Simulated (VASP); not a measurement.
A run of VASP 6.6.1 is set up as follows.

The input INCAR:

```
SYSTEM = MoS2
PREC     = Accurate       ! precision mode
ENCUT    = 500            ! plane-wave cutoff, eV
EDIFF    = 1E-6           ! SCF threshold, eV
ISMEAR   = 0              ! smearing method
SIGMA    = 0.05           ! smearing width, eV
LREAL    = .FALSE.        ! projectors in reciprocal space
LASPH    = .TRUE.         ! aspherical terms in the spheres
NELM     = 200            ! most SCF steps
ALGO     = Normal         ! electronic algorithm
ISIF     = 2              ! what is computed and relaxed
LWAVE    = .FALSE.        ! write WAVECAR
LCHARG   = .FALSE.        ! write CHGCAR
LNONCOLLINEAR= .TRUE.         ! non-collinear magnetism
MAGMOM   = 0 0 0.87 0 0 0.22 0 0 0.22 ! initial moments
LORBIT   = 11             ! projections on sites
I_CONSTRAINED_M= 2            
LAMBDA   = 10           
M_CONSTR = 0.577 0.577 0.577 0 0 0 0 0 0
RWIGS    = 1.50 1.05    
ISYM     = -1           
AMIX     = 0.2          
BMIX     = 1E-4         
AMIX_MAG = 0.8          
BMIX_MAG = 1E-4         
LMAXMIX  = 4              ! l up to which the mixer works
LDAU     = .TRUE.         ! DFT+U
LDAUTYPE = 1            
LDAUL    = 2 -1           ! shell
LDAUU    = 3 0            ! U, eV
LDAUJ    = 0.7 0        
LDAUPRINT= 1            
NBANDS   = 39             ! bands
GGA_COMPAT= .FALSE.      
KPAR     = 4
```

Contents of KPOINTS:

```
Automatic mesh
0
G
  6 6 6
  0 0 0
```

The input POSCAR:

```
MoS2
1.0
    0.0000000000      2.9959514200      2.9959514200
    2.9959514200      0.0000000000      2.9959514200
    2.9959514200      2.9959514200      0.0000000000
Mo S
1 2
Direct
    0.0000000000      0.0000000000      0.0000000000
    0.2500000000      0.2500000000      0.2500000000
    0.7500000000      0.7500000000      0.7500000000
```

Potentials or basis: VASP PAW LDA potentials, release 64 (Mo_sv, S).

Run with:

```sh
$ cat potpaw_LDA.64/Mo_sv/POTCAR potpaw_LDA.64/S/POTCAR > POTCAR
$ mpirun -np 4 vasp_ncl > vasp.out
```

Problem. What does it give for the band gap on the k mesh?

Solution. Zero (bands 26 and 27 overlap by 0.46 eV).

Moments on the atoms (μB; x, y, z):
```
Mo   1.00  1.00  1.00
S   -0.02 -0.02 -0.02
S   -0.02 -0.02 -0.02
```

Caveat: moments held by a penalty. The state reached can hang on the start; a lower one may exist.
